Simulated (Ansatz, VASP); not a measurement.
# Al5As in VASP and in Ansatz

```
Al As
1.0
     4.25558    0.00000    0.00000
    -2.12779    3.68544    0.00000
     0.00000    0.00000    7.90457
Al As
5 1
Direct
  0.33333 0.66667 0.19244
  0.33333 0.66667 0.80756
  0.66667 0.33333 0.80756
  0.66667 0.33333 0.19244
  0.00000 0.00000 0.50000
  0.00000 0.00000 0.00000
```

Alike in both runs: task single point; functional PBE; k mesh 6 × 6 × 2; occupations gaussian, width 0.1 eV; no spin polarisation.

|  | VASP | Ansatz |
| --- | --- | --- |
| version | VASP 6.6.1 | Ansatz 0.2.0 |
| potentials or method | VASP PAW PBE potentials, release 64 (Al, As), cutoff 520 eV | scalar-relativistic, plane waves, PAW |
| valence electrons in the cell | 20 | 30 |

```tsv
	VASP	Ansatz	Ansatz less VASP
gap on the k mesh at the Fermi level (eV)	none	none	-
pressure (GPa)	5.2	5.1	-0.02
traceless stress, the component that is largest in VASP (GPa)	-8.06	-8.07	-0.012
rms of the force components (eV/Å)	0.381	0.380	-0.0015
```

Atom by atom the forces differ by 0.002 eV/Å (rms over components). A gap of «none» marks a metal or a gap that the smearing closes. The functional is the same, so the differences come from potentials, cutoffs and numerics. VASP's potentials hold 20 valence electrons a cell and Ansatz's 30, so a difference there can come from the potentials and not from the codes.

The k mesh is coarse, so the values compare programs but aren't converged.
